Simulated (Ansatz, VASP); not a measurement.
This is a calculation of WS2 for Ansatz 0.2.0.

input.yaml

```yaml
crystal:
  lattice:
    - [1.5894572584, 0.917673576, 6.2041512999]
    - [-1.5894572584, 0.917673576, 6.2041512999]
    - [0.0, -1.835347152, 6.2041512999]
  atoms:
    - { symbol: W, position: [0.0, 0.0, 0.0] }
    - { symbol: S, position: [0.581, 0.581, 0.581] }
    - { symbol: S, position: [0.7503, 0.7503, 0.7503] }
hamiltonian:
  xc: pbesol
  pseudopotentials: { kind: paw_fr }
magnetization:
  noncollinear: true
  spin_orbit: true
kpoints:
  mp_grid: { grid: [7, 7, 7] }
scf:
  occupations: { method: tetrahedron }
output:
  forces: true
  stress: true
```

Potentials or basis: Ansatz PAW.

Launch:

```bash
$ ansatz run input.yaml --threads 1 --pin off --max-ram 3584MiB --backend cpu --events-out ev --progress --plain --runs-dir out
```

Q: Translate it to VASP 6.6.1. Potentials there: VASP PAW PBE potentials, release 64 (W_sv, S).

A: As run (the cutoff follows the program's own potentials):

INCAR

```
SYSTEM = WS2
ALGO = Normal
EDIFF = 1E-7
ENCUT = 520
GGA = PS
GGA_COMPAT = .FALSE.
ISIF = 2
ISMEAR = -5
LASPH = .TRUE.
LCHARG = .FALSE.
LMAXMIX = 4
LORBIT = 11
LORBMOM = .TRUE.
LREAL = .FALSE.
LSORBIT = .TRUE.
LWAVE = .FALSE.
MAGMOM = 0 0 0 0 0 0 0 0 0
NBANDS = 39
NELM = 150
PREC = Accurate
SIGMA = 0.05
```

The input KPOINTS:

```
k-points
0
G
  7 7 7
  0 0 0
```

File POSCAR:

```
WS2
1.0
    1.5894572584      0.9176735760      6.2041512999
   -1.5894572584      0.9176735760      6.2041512999
    0.0000000000     -1.8353471520      6.2041512999
W S
1 2
Direct
    0.0000000000      0.0000000000      0.0000000000
    0.5810000000      0.5810000000      0.5810000000
    0.7503000000      0.7503000000      0.7503000000
```

Potentials or basis: VASP PAW PBE potentials, release 64 (W_sv, S).

Launch:

```sh
$ cat potpaw_PBE.64/W_sv/POTCAR potpaw_PBE.64/S/POTCAR > POTCAR
$ mpirun -np 1 vasp_ncl > vasp.out
```

Both were run:

|  | VASP | Ansatz | Ansatz less VASP |
| --- | --- | --- | --- |
| pressure (GPa) | -3.4 | -3.9 | -0.41 |
| traceless stress, the component that is largest in VASP (GPa) | 0.45 | 0.50 | +0.043 |
| rms of the force components (eV/Å) | 0.290 | 0.304 | +0.0136 |
| net moment per atom (μB) | 0.00 | 0.00 | 0.000 |

VASP's potentials were made for PBE, not for PBEsol. Atom by atom the forces differ by 0.023 eV/Å (rms over components).

Noted on Ansatz's run: odd divisions of the mesh miss points on the zone boundary, where band edges often lie, so the gap on the mesh can be too wide.
